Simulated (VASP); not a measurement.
Write the native input for VASP 6.6.1 that does the following.

```
Task                   : single point
Functional             : PBEsol
Potentials or basis    : VASP PAW PBE potentials, release 64 (Ti_sv, Al)
Cutoff                 : 500 eV
k mesh                 : 10 × 6 × 6, shifted
Occupations            : gaussian, width 0.1 eV
Spin                   : no spin polarisation
Dipole correction      : no
Further INCAR settings : ALGO = Normal; EDIFF = 1e-06; NBANDS = 18
```

The structure of TiAl3 lies in POSCAR:

```
TiAl3
1.0
    2.8396770000      0.0000000000      0.0000000000
    0.0000000000      4.6812640000      0.0000000000
    0.0000000000      0.0000000000      4.9007420000
Ti Al
1 3
Direct
    0.0000000000      0.5000000000      0.1659160000
    0.5000000000      0.5000000000      0.6672710000
    0.5000000000      0.0000000000      0.3309120000
    0.0000000000      0.0000000000      0.8359000000
```

These files were run (other wordings do the same):

INCAR

```
ALGO     = Normal         # electronic algorithm
EDIFF    = 1E-6           # SCF threshold, eV
ENCUT    = 500            # plane-wave cutoff, eV
GGA      = PS             # functional
GGA_COMPAT= F            
ISIF     = 2              # what is computed and relaxed
ISMEAR   = 0              # smearing method
LASPH    = T              # aspherical terms in the spheres
LCHARG   = F              # write CHGCAR
LREAL    = F              # projectors in reciprocal space
LWAVE    = F              # write WAVECAR
NBANDS   = 18             # bands
NELM     = 120            # most SCF steps
PREC     = Accurate       # precision mode
SIGMA    = 0.1            # smearing width, eV
```

KPOINTS

```
Automatic mesh
0
Gamma
  10 6 6
  0.5 0.5 0.5
```

Potentials or basis: VASP PAW PBE potentials, release 64 (Ti_sv, Al).

Run with:

```bash
$ cat potpaw_PBE.64/Ti_sv/POTCAR potpaw_PBE.64/Al/POTCAR > POTCAR
$ mpirun -np 1 vasp_std > vasp.out
```

Results of the run:

```yaml
Pressure: -2.4 GPa
Largest_force: 0.060 eV/Å
Band_gap_on_the_k_mesh: zero (an odd number of electrons rules out a gap without spin polarisation)
```

Caveat: the PAW data sets were made with another functional, which shifts forces and pressure a little.

Wall time 16 s on 1 thread of Intel(R) Xeon(R) 6975P-C (Granite Rapids), on a shared host, peak memory 0.2 GiB.
